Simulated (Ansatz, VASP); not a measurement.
# Two plane-wave programs on NbP

```
Nb P
1.0
     0.00000    2.78851    2.78851
     2.78851    0.00000    2.78851
     2.78851    2.78851    0.00000
Nb P
1 1
Cartesian
  0.0000 0.0000 0.0000
  1.3943 1.3943 1.3943
```

Alike in both runs: task relaxation of cell and atoms; functional r2SCAN; k mesh 14 × 14 × 14; occupations gaussian, width 0.1 eV; no spin polarisation.

```csv
,VASP,Ansatz
version,VASP 6.6.1,Ansatz 0.2.0
potentials or method,"VASP PAW PBE potentials, release 64 (Nb_sv, P), cutoff 600 eV","scalar-relativistic, plane waves, PAW"
valence electrons in the cell,18,18
```

```tsv
	VASP	Ansatz	Ansatz less VASP
gap on the k mesh at the Fermi level, each at its own relaxed structure (eV)	none	none	-
relaxed volume (Å³/atom)	21.56	21.60	+0.045
relaxed cell length with the largest relative difference (Å)	3.936	3.939	+0.0027
```

VASP's potentials were made for PBE, not for r2SCAN. A gap of «none» marks a metal or a gap that the smearing closes.
